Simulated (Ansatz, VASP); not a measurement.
## AlNi: VASP beside Ansatz

File INCAR:

```
ALGO = Fast
EDIFF = 1E-6
ENCUT = 520
GGA = PS
ISIF = 2
ISMEAR = 0
LASPH = True
LCHARG = False
LREAL = False
LWAVE = False
NBANDS = 14
NELM = 100
PREC = Accurate
SIGMA = 0.15
```

The input KPOINTS:

```
k-points
0
Gamma
  16 16 16
```

The input POSCAR:

```
AlNi
1.0
    2.0211996418     -2.0211459310      0.0000000000
    2.0211996418      2.0211459310      0.0000000000
    0.0000000000      0.0000000000      2.8688666946
Al Ni
1 1
Direct
   -0.0066471451      0.0000000000     -0.0264912971
    0.5030557133      0.5000000000      0.5121781316
```

Input for Ansatz:

```yaml
crystal:
  lattice:
    - [2.0211996418, -2.021145931, 0.0]
    - [2.0211996418, 2.021145931, 0.0]
    - [0.0, 0.0, 2.8688666946]
  atoms:
    - { symbol: Al, position: [-0.0066471451, 0.0, -0.0264912971] }
    - { symbol: Ni, position: [0.5030557133, 0.5, 0.5121781316] }
basis:
  ecutwfc: 520.0
kpoints:
  mp_grid: { grid: [16, 16, 16] }
hamiltonian:
  xc: pbesol
  pseudopotentials: { kind: paw, azcp: { folder: soft_1 } }
scf:
  occupations: { method: gaussian, width: 0.15 }
output:
  forces: true
  stress: true
  eigenvalues: true
```

Change from the starting cell: mode 4 frozen in at -0.019 Å and mode 6 at -0.076 Å (largest displacements).

Alike in both runs: task single point; functional PBEsol; k mesh 16 × 16 × 16; occupations gaussian, width 0.15 eV; no spin polarisation.

|  | VASP | Ansatz |
| --- | --- | --- |
| version | VASP 6.6.1 | Ansatz 0.2.0 |
| potentials or method | VASP PAW PBE potentials, release 64 (Al, Ni), cutoff 520 eV | scalar-relativistic, plane waves, PAW |
| valence electrons in the cell | 13 | 21 |

```csv
,VASP,Ansatz,Ansatz less VASP
gap on the k mesh at the Fermi level (eV),none,none,-
pressure (GPa),1.2,0.9,-0.27
"traceless stress, the component that is largest in VASP (GPa)",-0.65,-0.64,+0.012
rms of the force components (eV/Å),0.416,0.412,-0.0033
```

VASP's potentials were made for PBE, not for PBEsol, and Ansatz warns of the same on its side. Atom by atom the forces differ by 0.003 eV/Å (rms over components). A gap of «none» marks a metal or a gap that the smearing closes. VASP's potentials hold 13 valence electrons a cell and Ansatz's 21, so a difference there can come from the potentials and not from the codes. Ansatz's warnings: near symmetry operations not taken.
